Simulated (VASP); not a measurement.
# Ge in VASP: single point with PBEsol

Aim: the single point of Ge with PBEsol.

All numbers are computed with VASP 6.6.1; they aren't measurements. Logs are shortened: lines on timing, memory, paths and dates and some standing lists are left out, and cuts for length are marked.

### 1 The cell of the first run

The cell holds a slab with vacuum, 6 atoms: a = 4.013 Å, b = 4.013 Å, c = 23.095 Å, α = 90.00°, β = 90.00°, γ = 90.00°.

### 2 Single point, PBEsol

Contents of INCAR:

```
SYSTEM = Ge
PREC = Accurate ; ENCUT = 520
EDIFF = 1E-7 ; ISMEAR = -1
SIGMA = 0.02 ; LREAL = .FALSE.
LASPH = .TRUE. ; NELM = 100
ALGO = Normal ; ISIF = 2
LWAVE = .FALSE. ; LCHARG = .FALSE.
LDIPOL = .TRUE. ; IDIPOL = 3
DIPOL = 0.5 0.5 0.500 ; GGA = PS
NBANDS = 51
```

Contents of KPOINTS:

```
Automatic mesh
0
G
  8 8 1
  0 0 0
```

Contents of POSCAR:

```
Ge
1.0
    4.0132604625      0.0000000000      0.0000000000
    0.0000000000      4.0132604625      0.0000000000
    0.0000000000      0.0000000000     23.0945000000
Ge
6
Direct
    0.7500000000      0.0000000000      0.3464026236
    0.2500000000      0.0000000000      0.4078415742
    0.2500000000      0.5000000000      0.4692805247
    0.7500000000      0.5000000000      0.5307194753
    0.7500000000      0.0000000000      0.5921584258
    0.2500000000      0.0000000000      0.6535973764
```

Potentials or basis: VASP PAW PBE potentials, release 64 (Ge_d).

Run with:

```sh
cat potpaw_PBE.64/Ge_d/POTCAR > POTCAR
mpirun -np 1 vasp_std > vasp.out
```

OUTCAR:

```text
SYSTEM = Ge
   PREC = Accurate
   ENCUT = 520
   EDIFF = 1E-7
   ISMEAR = -1
   LREAL = .FALSE.
   LASPH = .TRUE.
   NELM = 100
   ISIF = 2
   GGA = PS

 ion  position               nearest neighbor table
   1  0.750  0.000  0.346-   2 2.46   2 2.46
   2  0.250  0.000  0.408-   3 2.46   3 2.46   1 2.46   1 2.46
   3  0.250  0.500  0.469-   2 2.46   2 2.46   4 2.46   4 2.46
   4  0.750  0.500  0.531-   5 2.46   5 2.46   3 2.46   3 2.46
   5  0.750  0.000  0.592-   4 2.46   4 2.46   6 2.46   6 2.46
   6  0.250  0.000  0.654-   5 2.46   5 2.46

  LATTYP: Found a simple tetragonal cell.
 ALAT       =     4.0132604625
 C/A-ratio  =     5.7545480080

  Lattice vectors:

 A1 = (   4.0132604625,   0.0000000000,   0.0000000000)
 A2 = (   0.0000000000,   4.0132604625,   0.0000000000)
 A3 = (   0.0000000000,   0.0000000000,  23.0945000000)

Analysis of symmetry for initial positions (statically):
=====================================================================
 Subroutine PRICEL returns:
 Original cell was already a primitive cell.

 Routine SETGRP: Setting up the symmetry group for a
 simple tetragonal supercell.

 Subroutine GETGRP returns: Found  8 space group operations
 (whereof  4 operations were pure point group operations)
 out of a pool of 16 trial point group operations.

The static configuration has the point symmetry C_2h.
 The point group associated with its full space group is D_2h.

Analysis of symmetry for dynamics (positions and initial velocities):
=====================================================================
 Subroutine PRICEL returns:
 Original cell was already a primitive cell.

 Routine SETGRP: Setting up the symmetry group for a
 simple tetragonal supercell.

 Subroutine GETGRP returns: Found  8 space group operations
 (whereof  4 operations were pure point group operations)
 out of a pool of 16 trial point group operations.

The dynamic configuration has the point symmetry C_2h.
 The point group associated with its full space group is D_2h.

 Subroutine INISYM returns: Found  8 space group operations
 (whereof  4 operations are pure point group operations),
 and found     1 'primitive' translations

----------------------------------------------------------------------------------------

                                     Primitive cell

  volume of cell :     371.9660

[... 103 lines left out ...]
   POTIM  = 0.5000    time-step for ionic-motion
   TEBEG  =    0.0;   TEEND  =   0.0 temperature during run
   PSTRESS=    0.0 pullay stress
   NELECT =      84.0000    total number of electrons
   NUPDOWN=      -1.0000    fix difference up-down
   EMIN   =  10.00;   EMAX   =-10.00  energy-range for DOS
   EFERMI =   0.00;   METHOD = LEGACY
   ISMEAR =    -1;   SIGMA  =   0.02  broadening in eV -4-tet -1-fermi 0-gaus
   EFERMI_NEDOS =   21; number of points for ismear=-14 and -15
   IALGO  =     38    algorithm
   IMIX   =      4    mixing-type and parameters
     AMIX     =   0.40;   BMIX     =  1.00
     AMIX_MAG =   1.60;   BMIX_MAG =  1.00
  volume/ion in A,a.u.               =      61.99       418.36
  Fermi-wavevector in a.u.,A,eV,Ry     =   0.996935  1.883934 13.522550  0.993879
  Thomas-Fermi vector in A             =   2.129057
   LORBIT       =      0    0 simple, 1 ext, 2 COOP (PROOUT), +10 PAW based schemes
   GGA     = PS    functional components
   LHFCALC =     F    Hartree Fock is set to
   AEXX    =    0.0000 exact exchange contribution
   IVDW    =     0    specifies the selected vdW correction
   LEPSILON=     F    determine dielectric tensor
   LRPA    =     F    only Hartree local field effects (RPA)
 non-spin polarized calculation
  energy-cutoff  :      520.00
  volume of cell :      371.97
 maximum number of plane-waves:     10079
 NGX is ok and might be reduce to    30
   NGX = 15   NGY = 15   NGZ = 85

 dipolmoment           0.000000      0.000000      0.000000 electrons x Angstroem

 number of electron      83.9999907 magnetization

 dipolmoment           0.000000      0.000000     -0.000000 electrons x Angstroem

 Free energy of the ion-electron system (eV)
  ---------------------------------------------------
  ext. energy  EPLUGINS =         0.00000000
  ---------------------------------------------------
  free energy    TOTEN  =       -26.48192159 eV

  energy without entropy =      -26.47804743  energy(sigma->0) =      -26.47998451

 E-fermi :  -1.5617     XC(G=0):  -4.4660

 val. band max:       -1.5719474022   @ k =   0.0000   0.0000   0.0000
 cond. band min:      -1.5213272178   @ k =   0.1250   0.1250   0.0000
 fundamental gap:      0.0506201844
 Fermi energy:        -1.5617105367

 k-point     1 :       0.0000    0.0000    0.0000
  band No.  band energies     occupation
      1     -25.9613      2.00000
      2     -25.9027      2.00000
      3     -25.8958      2.00000
      4     -25.8878      2.00000
      5     -25.8721      2.00000
      6     -25.8435      2.00000
[... 1285 lines left out ...]
     50       3.4292      0.00000
     51       4.5901      0.00000

 [... further k-points ...]

------------------------ aborting loop because EDIFF is reached ----------------------------------------

 vacuum level on the upper side and lower side of the slab       (xc-potential included)        -0.088        -0.088

  FORCE on cell =-STRESS in cart. coord.  units (eV):
  Direction    XX          YY          ZZ          XY          YZ          ZX
  --------------------------------------------------------------------------------------
  -------------------------------------------------------------------------------------
  Total        0.1554449     -2.5007697      0.2450609      0.0000000      0.0000000     -0.0000000
  in kB        0.6695510    -10.7716202      1.0555562      0.0000000      0.0000000     -0.0000000
  external PRESSURE =      -3.0155043 kB  Pullay stress =       0.0000000 kB

 VOLUME and BASIS-vectors are now :
 -----------------------------------------------------------------------------
  energy-cutoff  :      520.00
  volume of cell :      371.97
      direct lattice vectors                 reciprocal lattice vectors
     4.013260462  0.000000000  0.000000000     0.249173960  0.000000000  0.000000000
     0.000000000  4.013260462  0.000000000     0.000000000  0.249173960  0.000000000
     0.000000000  0.000000000 23.094500000     0.000000000  0.000000000  0.043300353

 POSITION                                       TOTAL-FORCE (eV/Angst)
 -----------------------------------------------------------------------------------
      3.00995      0.00000      8.00000        -0.000000     -0.000000     -0.008410
      1.00332      0.00000      9.41890         0.000000      0.000000     -0.063560
      1.00332      2.00663     10.83780        -0.000000      0.000000      0.040265
      3.00995      2.00663     12.25670        -0.000000     -0.000000     -0.040265
      3.00995      0.00000     13.67560         0.000000      0.000000      0.063560
      1.00332      0.00000     15.09450        -0.000000      0.000000      0.008410
 -----------------------------------------------------------------------------------
    total drift:                                0.000000      0.000000     -0.000000

  FREE ENERGIE OF THE ION-ELECTRON SYSTEM (eV)
  ---------------------------------------------------
  free  energy   TOTEN  =       -26.4819215867 eV

  energy  without entropy=      -26.4780474321  energy(sigma->0) =      -26.47998451

 vacuum level on the upper side and lower side of the slab         3.326         3.326
```

It took 15 min on 1 thread of AMD EPYC 7R13, shared host; peak memory 0.59 GiB.

What came out:

```
Free energy            : -26.4819 eV
Largest force          : 0.064 eV/Å
Band gap on the k mesh : zero (bands 42 and 43 overlap by 1.04 eV)
```

Forces on the atoms (eV/Å):
```
Ge   0.000  0.000 -0.008
Ge   0.000  0.000 -0.064
Ge   0.000  0.000  0.040
Ge   0.000  0.000 -0.040
Ge   0.000  0.000  0.064
Ge   0.000  0.000  0.008
```

Caveat: the PAW data sets were made with another functional, which shifts forces and pressure a little.

The gap in the log of VASP goes by the Fermi energy; the results here count the filled bands.